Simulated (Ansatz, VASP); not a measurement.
## One calculation of Ti, two programs

INCAR

```
  ALGO = Normal
  EDIFF = 1E-6
  ENCUT = 520
  GGA = PS
  ISIF = 2
  ISMEAR = -1
  LASPH = True
  LCHARG = False
  LREAL = False
  LWAVE = False
  NBANDS = 25
  NELM = 60
  PREC = Accurate
  SIGMA = 0.1
```

Contents of KPOINTS:

```
k-points
0
Gamma
  9 9 12
```

Contents of POSCAR:

```
Ti
1.0
    4.4466666667      0.0000000000      0.0000000000
   -2.2233333333      3.8509262980      0.0000000000
    0.0000000000      0.0000000000      2.8200000000
Ti
3
Direct
    0.0000000000      0.0000000000      0.0000000000
    0.3333333333      0.6666666667      0.5000000000
    0.6666666667      0.3333333333      0.5000000000
```

Input for Ansatz:

```yaml
crystal:
  lattice:
    - [4.446666666666666, 0.0, 0.0]
    - [-2.223333333333333, 3.850926298, 0.0]
    - [0.0, 0.0, 2.82]
  atoms:
    - { symbol: Ti, position: [0.0, 0.0, 0.0] }
    - { symbol: Ti, position: [0.3333333333333333, 0.6666666666666666, 0.5] }
    - { symbol: Ti, position: [0.6666666666666666, 0.3333333333333333, 0.5] }
basis:
  ecutwfc: 520.0
kpoints:
  mp_grid:
    grid: [9, 9, 12]
hamiltonian:
  xc: pbesol
scf:
  occupations:
    method: fermi_dirac
output:
  stress: true
```

Alike in both runs: task single point; functional PBEsol; k mesh 9 × 9 × 12; no spin polarisation.

|  | VASP | Ansatz |
| --- | --- | --- |
| version | VASP 6.6.1 | Ansatz 0.2.0 |
| potentials or method | VASP PAW PBE potentials, release 64 (Ti_sv), cutoff 520 eV | plane waves, PAW |
| occupations | fermi-dirac, width 0.1 eV | fermi-dirac |
| valence electrons in the cell | 36 | 36 |

```tsv
	VASP	Ansatz	Ansatz less VASP
pressure (GPa)	2.6	2.8	+0.22
traceless stress, the component that is largest in VASP (GPa)	-2.86	-2.87	-0.015
```

VASP's potentials were made for PBE, not for PBEsol.
